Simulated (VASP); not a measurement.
# BaTiO3 (Pm-3m) in VASP: notebook

BaTiO3 is run at these levels: PBE, r2SCAN, HSE06; tasks: single point.

All numbers are computed with VASP 6.6.1; they aren't measurements. Logs are shortened: lines on timing, memory, paths and dates and some standing lists are left out, and cuts for length are marked.

## Step 1: The cell of the first run

The structure is cubic, space group Pm-3m (No. 221). The conventional cell has a = 3.874 Å, b = 3.874 Å, c = 3.874 Å, α = 90.00°, β = 90.00°, γ = 90.00°. Within 3.6 Å of Ba (site symmetry m-3m) lie 12 O at 2.74 Å and 8 Ti at 3.36 Å. Within 2.6 Å of Ti (site symmetry m-3m) lie 6 O at 1.94 Å. Within 2.6 Å of O (site symmetry 4/mmm) lie 2 Ti at 1.94 Å.

## Step 2: Single point, PBE (strain -3.0%)

File INCAR:

```
SYSTEM = BaTiO3
PREC = Accurate ; ENCUT = 1340
EDIFF = 1E-6 ; ISMEAR = -1
SIGMA = 0.02 ; LREAL = .FALSE.
LASPH = .TRUE. ; NELM = 120
ALGO = Normal ; ISIF = 2
LWAVE = .FALSE. ; LCHARG = .FALSE.
GGA = PE ; NBANDS = 28
GGA_COMPAT = .FALSE.
```

File KPOINTS:

```
Automatic mesh
0
G
  6 6 6
  0 0 0
```

File POSCAR:

```
BaTiO3
1.0
    3.8742736244      0.0000000000      0.0000000000
    0.0000000000      3.8742736244      0.0000000000
    0.0000000000      0.0000000000      3.8742736244
Ba Ti O
1 1 3
Direct
    0.0000000000      0.0000000000      0.0000000000
    0.5000000000      0.5000000000      0.5000000000
    0.5000000000      0.5000000000      0.0000000000
    0.5000000000      0.0000000000      0.5000000000
    0.0000000000      0.5000000000      0.5000000000
```

Potentials or basis: VASP PAW PBE potentials, release 64 (Ba_sv, Ti_sv, O_h).

Command:

```bash
$ cat potpaw_PBE.64/Ba_sv/POTCAR potpaw_PBE.64/Ti_sv/POTCAR potpaw_PBE.64/O_h/POTCAR > POTCAR
$ mpirun -np 1 vasp_std > vasp.out
```

OUTCAR:

```text
SYSTEM = BaTiO3
   PREC = Accurate
   ENCUT = 1340
   EDIFF = 1E-6
   ISMEAR = -1
   LREAL = .FALSE.
   LASPH = .TRUE.
   NELM = 120
   ISIF = 2
   GGA = PE

 ion  position               nearest neighbor table
   1  0.000  0.000  0.000-   3 2.74   4 2.74   5 2.74   4 2.74   5 2.74   3 2.74   5 2.74   5 2.74
                             3 2.74   4 2.74   4 2.74   3 2.74   2 3.36   2 3.36   2 3.36   2 3.36
   2  0.500  0.500  0.500-   3 1.94   4 1.94   5 1.94   3 1.94   4 1.94   5 1.94   1 3.36   1 3.36
                             1 3.36   1 3.36   1 3.36   1 3.36   1 3.36   1 3.36
   3  0.500  0.500  0.000-   2 1.94   2 1.94   1 2.74   1 2.74   1 2.74   1 2.74
   4  0.500  0.000  0.500-   2 1.94   2 1.94   1 2.74   1 2.74   1 2.74   1 2.74
   5  0.000  0.500  0.500-   2 1.94   2 1.94   1 2.74   1 2.74   1 2.74   1 2.74

  LATTYP: Found a simple cubic cell.
 ALAT       =     3.8742736244

  Lattice vectors:

 A1 = (   3.8742736244,   0.0000000000,   0.0000000000)
 A2 = (   0.0000000000,   3.8742736244,   0.0000000000)
 A3 = (   0.0000000000,   0.0000000000,   3.8742736244)

Analysis of symmetry for initial positions (statically):
=====================================================================
 Subroutine PRICEL returns:
 Original cell was already a primitive cell.

 Routine SETGRP: Setting up the symmetry group for a
 simple cubic supercell.

 Subroutine GETGRP returns: Found 48 space group operations
 (whereof 48 operations were pure point group operations)
 out of a pool of 48 trial point group operations.

The static configuration has the point symmetry O_h .

Analysis of symmetry for dynamics (positions and initial velocities):
=====================================================================
 Subroutine PRICEL returns:
 Original cell was already a primitive cell.

 Routine SETGRP: Setting up the symmetry group for a
 simple cubic supercell.

 Subroutine GETGRP returns: Found 48 space group operations
 (whereof 48 operations were pure point group operations)
 out of a pool of 48 trial point group operations.

The dynamic configuration has the point symmetry O_h .

 Subroutine INISYM returns: Found 48 space group operations
 (whereof 48 operations are pure point group operations),
 and found     1 'primitive' translations

----------------------------------------------------------------------------------------

                                     Primitive cell

  volume of cell :      58.1528

  direct lattice vectors                    reciprocal lattice vectors
     3.874273624  0.000000000  0.000000000     0.258112900  0.000000000  0.000000000
     0.000000000  3.874273624  0.000000000     0.000000000  0.258112900  0.000000000
     0.000000000  0.000000000  3.874273624     0.000000000  0.000000000  0.258112900

  length of vectors
     3.874273624  3.874273624  3.874273624     0.258112900  0.258112900  0.258112900

  position of ions in fractional coordinates (direct lattice)
     0.000000000  0.000000000  0.000000000
     0.500000000  0.500000000  0.500000000
     0.500000000  0.500000000  0.000000000
     0.500000000  0.000000000  0.500000000
     0.000000000  0.500000000  0.500000000

  ion indices of the primitive-cell ions
   primitive index   ion index
                 1           1
                 2           2
                 3           3
                 4           4
                 5           5

----------------------------------------------------------------------------------------

 KPOINTS: Automatic mesh

Automatic generation of k-mesh.
 Grid dimensions read from file:
 generate k-points for:    6    6    6

 Generating k-lattice:

  Cartesian coordinates                     Fractional coordinates (reciprocal lattice)
     0.043018817  0.000000000  0.000000000     0.166666667  0.000000000  0.000000000
     0.000000000  0.043018817  0.000000000     0.000000000  0.166666667  0.000000000
     0.000000000  0.000000000  0.043018817     0.000000000  0.000000000  0.166666667

  Length of vectors
     0.043018817  0.043018817  0.043018817

  Shift w.r.t. Gamma in fractional coordinates (k-lattice)
     0.000000000  0.000000000  0.000000000

 Subroutine IBZKPT returns following result:
 ===========================================

 Found     20 irreducible k-points:

 Following reciprocal coordinates:
            Coordinates               Weight
  0.000000  0.000000  0.000000      1.000000
  0.166667  0.000000  0.000000      6.000000
  0.333333  0.000000  0.000000      6.000000
  0.500000  0.000000  0.000000      3.000000
  0.166667  0.166667  0.000000     12.000000
  0.333333  0.166667  0.000000     24.000000
[... 12 lines left out ...]
  0.500000  0.500000  0.333333      6.000000
  0.500000  0.500000  0.500000      1.000000
   k-points           NKPTS =     20   k-points in BZ     NKDIM =     20   number of bands    NBANDS=     28
   number of dos      NEDOS =    301   number of ions     NIONS =      5
   total plane-waves  NPLWV = 110592
   dimension x,y,z NGX =    48 NGY =   48 NGZ =   48
   dimension x,y,z NGXF=    96 NGYF=   96 NGZF=   96
   ions per type =               1   1   3
   NGX,Y,Z   is equivalent  to a cutoff of  20.60, 20.60, 20.60 a.u.
   NGXF,Y,Z  is equivalent  to a cutoff of  41.19, 41.19, 41.19 a.u.
 SYSTEM =  BaTiO3
   PREC   = accura    normal or accurate (medium, high low for compatibility)
   ISTART =      0    job   : 0-new  1-cont  2-samecut
   ICHARG =      2    charge: 1-file 2-atom 10-const
   ISPIN  =      1    spin polarized calculation?
   LNONCOLLINEAR =      F non collinear calculations
   LSORBIT =      F    spin-orbit coupling
   LASPH  =      T    aspherical Exc in radial PAW
   ENCUT  = 1340.0 eV  98.49 Ry    9.92 a.u.  11.56 11.56 11.56*2*pi/ulx,y,z
   NELM   =    120;   NELMIN=  2; NELMDL= -5     # of ELM steps
   EDIFF  = 0.1E-05   stopping-criterion for ELM
   LREAL  =      F    real-space projection
   EDIFFG = 0.1E-04   stopping-criterion for IOM
   NSW    =      0    number of steps for IOM
   IBRION =     -1    ionic relax: 0-MD 1-quasi-New 2-CG
   NFREE  =      0    steps in history (QN), initial steepest desc. (CG)
   ISIF   =      2    stress and relaxation
   ISYM   =      2    0-nonsym 1-usesym 2-fastsym
   POTIM  = 0.5000    time-step for ionic-motion
   TEBEG  =    0.0;   TEEND  =   0.0 temperature during run
   PSTRESS=    0.0 pullay stress
   NELECT =      40.0000    total number of electrons
   NUPDOWN=      -1.0000    fix difference up-down
   EMIN   =  10.00;   EMAX   =-10.00  energy-range for DOS
   EFERMI =   0.00;   METHOD = LEGACY
   ISMEAR =    -1;   SIGMA  =   0.02  broadening in eV -4-tet -1-fermi 0-gaus
   EFERMI_NEDOS =   21; number of points for ismear=-14 and -15
   IALGO  =     38    algorithm
   IMIX   =      4    mixing-type and parameters
     AMIX     =   0.40;   BMIX     =  1.00
     AMIX_MAG =   1.60;   BMIX_MAG =  1.00
  volume/ion in A,a.u.               =      11.63        78.49
  Fermi-wavevector in a.u.,A,eV,Ry     =   1.445122  2.730885 28.414106  2.088378
  Thomas-Fermi vector in A             =   2.563340
   LORBIT       =      0    0 simple, 1 ext, 2 COOP (PROOUT), +10 PAW based schemes
   GGA     = PE    functional components
   LHFCALC =     F    Hartree Fock is set to
   AEXX    =    0.0000 exact exchange contribution
   IVDW    =     0    specifies the selected vdW correction
   LEPSILON=     F    determine dielectric tensor
   LRPA    =     F    only Hartree local field effects (RPA)
 non-spin polarized calculation
  energy-cutoff  :     1340.00
  volume of cell :       58.15
 maximum number of plane-waves:      6499
 NGX is ok and might be reduce to    48
   NGX = 23   NGY = 23   NGZ = 23

 number of electron      40.0000002 magnetization

 Free energy of the ion-electron system (eV)
  ---------------------------------------------------
  ext. energy  EPLUGINS =         0.00000000
  ---------------------------------------------------
  free energy    TOTEN  =       -39.47545425 eV

  energy without entropy =      -39.47545425  energy(sigma->0) =      -39.47545425

 E-fermi :   5.5621     XC(G=0): -11.7873

 val. band max:        5.0150727489   @ k =   0.5000   0.5000   0.5000
 cond. band min:       6.9526404067   @ k =   0.0000   0.0000   0.0000
 fundamental gap:      1.9375676577
 Fermi energy:         5.5621411151

 k-point     1 :       0.0000    0.0000    0.0000
  band No.  band energies     occupation
      1     -51.1975      2.00000
      2     -27.4698      2.00000
      3     -27.4698      2.00000
      4     -27.4698      2.00000
      5     -19.6089      2.00000
      6     -12.0741      2.00000
[... 20 lines left out ...]
     27      10.1944      0.00000
     28      13.5560      0.00000

 k-point     2 :       0.1667    0.0000    0.0000
  band No.  band energies     occupation
      1     -51.1970      2.00000
      2     -27.4915      2.00000
      3     -27.4689      2.00000
      4     -27.4689      2.00000
      5     -19.5595      2.00000
      6     -12.1396      2.00000
[... 20 lines left out ...]
     27      10.8134      0.00000
     28      13.9903      0.00000

 k-point     3 :       0.3333    0.0000    0.0000
  band No.  band energies     occupation
      1     -51.1961      2.00000
      2     -27.5343      2.00000
      3     -27.4672      2.00000
      4     -27.4672      2.00000
      5     -19.4572      2.00000
      6     -12.3867      2.00000
[... 20 lines left out ...]
     27      12.2444      0.00000
     28      13.7480      0.00000

 k-point     4 :       0.5000    0.0000    0.0000
  band No.  band energies     occupation
      1     -51.1957      2.00000
      2     -27.5555      2.00000
      3     -27.4663      2.00000
      4     -27.4663      2.00000
      5     -19.4041      2.00000
      6     -12.5287      2.00000
[... 20 lines left out ...]
     27      13.1817      0.00000
     28      13.6247      0.00000

 k-point     5 :       0.1667    0.1667    0.0000
  band No.  band energies     occupation
      1     -51.1966      2.00000
      2     -27.4911      2.00000
      3     -27.4897      2.00000
      4     -27.4681      2.00000
      5     -19.5149      2.00000
      6     -12.1307      2.00000
[... 20 lines left out ...]
     27      11.3804      0.00000
     28      14.1986      0.00000

 k-point     6 :       0.3333    0.1667    0.0000
  band No.  band energies     occupation
      1     -51.1957      2.00000
      2     -27.5329      2.00000
      3     -27.4882      2.00000
      4     -27.4663      2.00000
      5     -19.4229      2.00000
      6     -12.2649      2.00000
[... 339 lines left out ...]
      5     -19.2664      2.00000
      6     -11.6097      2.00000
[... 20 lines left out ...]
     27      13.4295      0.00000
     28      13.4647      0.00000

 k-point    18 :       0.5000    0.3333    0.3333
  band No.  band energies     occupation
      1     -51.1931      2.00000
      2     -27.5468      2.00000
      3     -27.5256      2.00000
      4     -27.5250      2.00000
      5     -19.2369      2.00000
      6     -11.4919      2.00000
[... 20 lines left out ...]
     27      13.2919      0.00000
     28      13.5929      0.00000

 k-point    19 :       0.5000    0.5000    0.3333
  band No.  band energies     occupation
      1     -51.1927      2.00000
      2     -27.5455      2.00000
      3     -27.5455      2.00000
      4     -27.5243      2.00000
      5     -19.2096      2.00000
      6     -11.2699      2.00000
[... 20 lines left out ...]
     27      13.2669      0.00000
     28      13.8103      0.00000

 k-point    20 :       0.5000    0.5000    0.5000
  band No.  band energies     occupation
      1     -51.1922      2.00000
      2     -27.5444      2.00000
      3     -27.5444      2.00000
      4     -27.5444      2.00000
      5     -19.1834      2.00000
      6     -11.0681      2.00000
[... 20 lines left out ...]
     27      13.8105      0.00000
     28      13.8105      0.00000

------------------------ aborting loop because EDIFF is reached ----------------------------------------

  FORCE on cell =-STRESS in cart. coord.  units (eV):
  Direction    XX          YY          ZZ          XY          YZ          ZX
  --------------------------------------------------------------------------------------
  -------------------------------------------------------------------------------------
  Total        9.2127737      9.2127737      9.2127737      0.0000000     -0.0000000      0.0000000
  in kB      253.8224981    253.8224981    253.8224981      0.0000000     -0.0000000      0.0000000
  external PRESSURE =     253.8224981 kB  Pullay stress =       0.0000000 kB

 VOLUME and BASIS-vectors are now :
 -----------------------------------------------------------------------------
  energy-cutoff  :     1340.00
  volume of cell :       58.15
      direct lattice vectors                 reciprocal lattice vectors
     3.874273624  0.000000000  0.000000000     0.258112900  0.000000000  0.000000000
     0.000000000  3.874273624  0.000000000     0.000000000  0.258112900  0.000000000
     0.000000000  0.000000000  3.874273624     0.000000000  0.000000000  0.258112900

 POSITION                                       TOTAL-FORCE (eV/Angst)
 -----------------------------------------------------------------------------------
      0.00000      0.00000      0.00000         0.000000      0.000000      0.000000
      1.93714      1.93714      1.93714         0.000000      0.000000      0.000000
      1.93714      1.93714      0.00000         0.000000      0.000000      0.000000
      1.93714      0.00000      1.93714         0.000000      0.000000      0.000000
      0.00000      1.93714      1.93714         0.000000      0.000000      0.000000
 -----------------------------------------------------------------------------------
    total drift:                                0.000000     -0.000000     -0.000000

  FREE ENERGIE OF THE ION-ELECTRON SYSTEM (eV)
  ---------------------------------------------------
  free  energy   TOTEN  =       -39.4754542541 eV

  energy  without entropy=      -39.4754542541  energy(sigma->0) =      -39.47545425
```

It took 57 s on 1 thread of Intel Xeon 6975P-C (Granite Rapids), shared host; peak memory 0.4 GiB.

Results:

```
Free energy            : -39.4755 eV
Pressure               : 25.4 GPa
Band gap on the k mesh : 1.94 eV (least direct gap 1.97 eV)
```

Caveat: the cell differs from its parent crystal (strain -3.0%); the cell stands under pressure; spin-orbit coupling is left out, which moves the levels of the heavy elements.

## Step 3: Single point, r2SCAN (strain +2.0%)

POSCAR: that of step 2 with these lines changed.

```diff
@@ -2,5 +2,5 @@
 1.0
-    3.8742736244      0.0000000000      0.0000000000
-    0.0000000000      3.8742736244      0.0000000000
-    0.0000000000      0.0000000000      3.8742736244
+    4.0739784504      0.0000000000      0.0000000000
+    0.0000000000      4.0739784504      0.0000000000
+    0.0000000000      0.0000000000      4.0739784504
 Ba Ti O
```

File INCAR.step1:

```
PREC = Accurate
ENCUT = 1480
ISMEAR = 0
SIGMA = 0.01
LREAL = F
LASPH = T
NELM = 120
NBANDS = 28
GGA = PE
ALGO = Normal
EDIFF = 1E-5
LWAVE = T
LCHARG = F
GGA_COMPAT = F
```

File INCAR.step2:

```
PREC = Accurate
ENCUT = 1480
EDIFF = 1E-6
ISMEAR = 0
SIGMA = 0.01
LREAL = F
LASPH = T
NELM = 120
ALGO = Normal
ISIF = 2
LWAVE = F
LCHARG = F
METAGGA = R2SCAN
LMIXTAU = T
NBANDS = 28
ISTART = 1
GGA_COMPAT = F
```

File KPOINTS:

```
regular mesh
0
Gamma
  6 6 6
```

Potentials or basis: VASP PAW PBE potentials, release 64 (Ba_sv, Ti_sv, O_h).

Command:

```bash
$ cat potpaw_PBE.64/Ba_sv/POTCAR potpaw_PBE.64/Ti_sv/POTCAR potpaw_PBE.64/O_h/POTCAR > POTCAR
$ cp INCAR.step1 INCAR
$ mpirun -np 1 vasp_std > vasp.out
$ cp INCAR.step2 INCAR
$ mpirun -np 1 vasp_std > vasp.out
```

Run time: 7.2 min. Hardware: 1 thread of Intel Xeon Platinum 8488C (Sapphire Rapids), shared host; peak memory 0.57 GiB.

Results (log left out):

- Free energy: -74.2004 eV
- Pressure: -7.9 GPa
- Band gap on the k mesh: 2.01 eV (least direct gap 2.21 eV)

Levels at points of the mesh, in eV from the valence-band top:
```
           k point  band 18  band 19  band 20  band 21  band 22  band 23
(0.00, 0.00, 0.00)    -0.20    -0.20    -0.20     2.01     2.01     2.01
(0.50, 0.00, 0.00)    -1.76    -0.74    -0.74     2.14     3.57     3.57
(0.50, 0.50, 0.00)    -0.91    -0.91    -0.08     3.58     3.58     3.99
(0.50, 0.50, 0.50)     0.00     0.00     0.00     4.20     4.20     4.20
```

Caveat: the cell differs from its parent crystal (strain +2.0%); the cell stands under tension; the PAW data sets were made with another functional, which shifts forces and pressure a little; spin-orbit coupling is left out, which moves the levels of the heavy elements.

## Step 4: Single point, HSE06 (strain +2.0%)

POSCAR is that of step 3.

File INCAR.step1:

```
  PREC = Accurate
  ENCUT = 520
  EDIFF = 1E-5
  ISMEAR = 0
  SIGMA = 0.01
  LREAL = False
  LASPH = True
  NELM = 100
  ALGO = Normal
  ISIF = 2
  LWAVE = True
  GGA = PE
  NBANDS = 28
```

File INCAR.step2:

```
  PREC = Accurate
  ENCUT = 520
  EDIFF = 1E-7
  ISMEAR = 0
  SIGMA = 0.01
  LREAL = False
  LASPH = True
  NELM = 100
  ALGO = Normal
  ISIF = 2
  LWAVE = False
  LCHARG = True
  GGA = PE
  LHFCALC = True
  HFSCREEN = 0.2079
  PRECFOCK = Fast
  LELF = True
  LVHAR = True
  ISTART = 1
  NBANDS = 28
```

File KPOINTS:

```
regular mesh
0
Gamma
  4 4 4
```

Potentials or basis: VASP PAW PBE potentials, release 64 (Ba_sv, Ti_sv, O).

Command:

```bash
$ cat potpaw_PBE.64/Ba_sv/POTCAR potpaw_PBE.64/Ti_sv/POTCAR potpaw_PBE.64/O/POTCAR > POTCAR
$ cp INCAR.step1 INCAR
$ mpirun -np 1 vasp_std > vasp.out
$ cp INCAR.step2 INCAR
$ mpirun -np 1 vasp_std > vasp.out
```

Wall time 50 min (1 thread of Oxide Virtual Turin-like, shared host); peak memory 0.25 GiB.

Results (log left out):

```
Free energy            : -48.2460 eV
Pressure               : -10.0 GPa
Band gap on the k mesh : 2.98 eV (least direct gap 3.15 eV)
```

Levels at points of the mesh, in eV from the valence-band top:
| k point | band 16 | band 17 | band 18 | band 19 | band 20 | band 21 | band 22 | band 23 | band 24 | band 25 |
| --- | --- | --- | --- | --- | --- | --- | --- | --- | --- | --- |
| (0.00, 0.00, 0.00) | -1.09 | -1.09 | -0.16 | -0.16 | -0.16 | 2.98 | 2.98 | 2.98 | 4.83 | 4.83 |
| (0.50, 0.00, 0.00) | -1.86 | -1.86 | -1.84 | -0.75 | -0.75 | 3.13 | 4.73 | 4.73 | 4.83 | 6.91 |
| (0.50, 0.50, 0.00) | -2.66 | -1.92 | -0.95 | -0.95 | -0.08 | 4.74 | 4.74 | 5.24 | 5.70 | 8.85 |
| (0.50, 0.50, 0.50) | -2.56 | -2.56 | 0.00 | 0.00 | 0.00 | 5.46 | 5.46 | 5.46 | 8.07 | 8.07 |

Caveat: the cell differs from its parent crystal (strain +2.0%); the cell stands under tension; the PAW data sets were made with another functional, which shifts forces and pressure a little; spin-orbit coupling is left out, which moves the levels of the heavy elements. A k mesh can miss the band edges.

## Step 5: Overview

```tsv
level	potentials or basis	cell	k mesh	cutoff (eV)	smearing	grid for exact exchange (PRECFOCK)	share of exact exchange	screening parameter	gap on the mesh (eV)	pressure (GPa)
PBE	VASP PAW PBE potentials, release 64 (Ba_sv, Ti_sv, O_h)	a = 3.874 Å, 5 atoms	6 × 6 × 6	1340	fermi-dirac 0.02 eV	-	-	-	1.94	25.4
r2SCAN	VASP PAW PBE potentials, release 64 (Ba_sv, Ti_sv, O_h)	a = 4.074 Å, 5 atoms	6 × 6 × 6	1480	gaussian 0.01 eV	-	-	-	2.01	-7.9
HSE06	VASP PAW PBE potentials, release 64 (Ba_sv, Ti_sv, O)	a = 4.074 Å, 5 atoms	4 × 4 × 4	520	gaussian 0.01 eV	Fast	0.25	0.2079 1/Å	2.98	-10.0
```

Alike in all rows: task single point; no spin polarisation.

Caveats: spin-orbit coupling is left out, which moves the levels of the heavy elements; the cell stands under tension (at least some runs); the PAW data sets were made with another functional, which shifts forces and pressure a little (at least some runs); the cell stands under pressure (at least some runs).

Total energies depend on the potentials used, so only differences within one code and one set of settings carry meaning.
